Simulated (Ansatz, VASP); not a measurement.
# Li in VASP and in Ansatz

INCAR

```
ALGO = Fast ; EDIFF = 1E-7
EDIFFG = -0.01 ; ENCUT = 600
GGA = PE ; IBRION = 2
ISIF = 3 ; ISMEAR = 0
LASPH = T ; LCHARG = F
LREAL = F ; LWAVE = F
NELM = 60 ; NSW = 100
PREC = Accurate ; SIGMA = 0.1
```

The input KPOINTS:

```
k-points
0
Gamma
  24 24 24
```

POSCAR

```
Li
1.0
    2.4757235683      1.4293596686      0.9469549741
   -2.4757235683      1.4293596686      0.9469549741
    0.0000000000     -2.8587193372      0.9469549741
Li
1
Direct
    0.0000000000      0.0000000000      0.0000000000
```

Input for Ansatz:

```yaml
crystal:
  lattice:
    - [2.4757235683, 1.4293596686, 0.9469549741]
    - [-2.4757235683, 1.4293596686, 0.9469549741]
    - [0.0, -2.8587193372, 0.9469549741]
  atoms:
    - { symbol: Li, position: [0.0, 0.0, 0.0] }
basis:
  ecutwfc: 420
kpoints:
  mp_grid: { grid: [24, 24, 24] }
hamiltonian:
  xc: pbe
scf:
  occupations: { method: gaussian, width: 0.1 }
output:
  forces: true
  stress: true
  eigenvalues: true
  write_density: true
  write_potential: true
  elf: true
  volumetric_format: npy
relax:
  adjacent_minimum: "off"
  f_tol: 0.01
  max_steps: 80
  cell: { stress_tol: 0.05 }
```

Alike in both runs: task relaxation of cell and atoms; functional PBE; k mesh 24 × 24 × 24; occupations gaussian, width 0.1 eV; no spin polarisation.

```csv
,VASP,Ansatz
version,VASP 6.6.1,Ansatz 0.2.0
potentials or method,"VASP PAW PBE potentials, release 64 (Li_sv), cutoff 600 eV","scalar-relativistic, plane waves, PAW"
valence electrons in the cell,3,3
```

|  | VASP | Ansatz | Ansatz less VASP |
| --- | --- | --- | --- |
| gap on the k mesh at the Fermi level, each at its own relaxed structure (eV) | none | none | - |
| relaxed volume (Å³/atom) | 20.10 | 20.24 | +0.142 |
| relaxed length of the cell vector where the two differ most in proportion (Å) | 2.964 | 2.974 | +0.0095 |

A gap of «none» marks a metal or a gap that the smearing closes.

Noted on VASP's run: the cutoff is under 1.25 times that of the potentials, so the pressure is a little rough.
